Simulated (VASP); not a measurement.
Wanted: the native input for a VASP 6.6.1 run.

- Task: relaxation of cell and atoms
- Functional: LDA
- Potentials or basis: VASP PAW LDA potentials, release 64 (Ru_pv)
- Cutoff: 600 eV
- k mesh: 19 × 19 × 10
- Occupations: fermi-dirac, width 0.1 eV
- Spin: no spin polarisation
- Dipole correction: no
- Further INCAR settings: ALGO = Normal; EDIFF = 1e-06; IBRION = 2; EDIFFG = -0.005; NSW = 60; ISIF = 3

The structure of Ru lies in POSCAR:

```
Ru
1.0
    2.6522790320      0.0000000000      0.0000000000
   -1.3261395160      2.2969410196      0.0000000000
    0.0000000000      0.0000000000      4.2966920318
Ru
2
Direct
    0.3333333333      0.6666666667      0.2500000000
    0.6666666667      0.3333333333      0.7500000000
```

One way to write it, as run:

INCAR

```
ALGO = Normal
EDIFF = 1E-6
EDIFFG = -0.005
ENCUT = 600
IBRION = 2
ISIF = 3
ISMEAR = -1
LASPH = True
LCHARG = False
LREAL = False
LWAVE = False
NELM = 100
NSW = 60
PREC = Accurate
SIGMA = 0.1
```

KPOINTS

```
k-points
0
Gamma
  19 19 10
```

Potentials or basis: VASP PAW LDA potentials, release 64 (Ru_pv).

Command:

```console
$ cat potpaw_LDA.64/Ru_pv/POTCAR > POTCAR
$ mpirun -np 1 vasp_std > vasp.out
```

It gave:

The relaxed volume is 13.13 Å³/atom, the relaxed cell is a = 2.678 Å, b = 2.678 Å, c = 4.228 Å, α = 90.00°, β = 90.00°, γ = 120.00° and the space group after relaxing (to 0.1 Å) is P6_3/mmc (No. 194). The energy gained by relaxing is 9.3 meV/atom, the ionic steps are 5 and the pressure after relaxing is 0.0 GPa. The band gap on the k mesh is zero (bands 14 and 15 overlap by 3.30 eV).

Wall time 2.8 min on 1 thread of AMD EPYC 9R45 96-Core Processor (Zen 5) (shared host), peak memory 0.2 GiB.
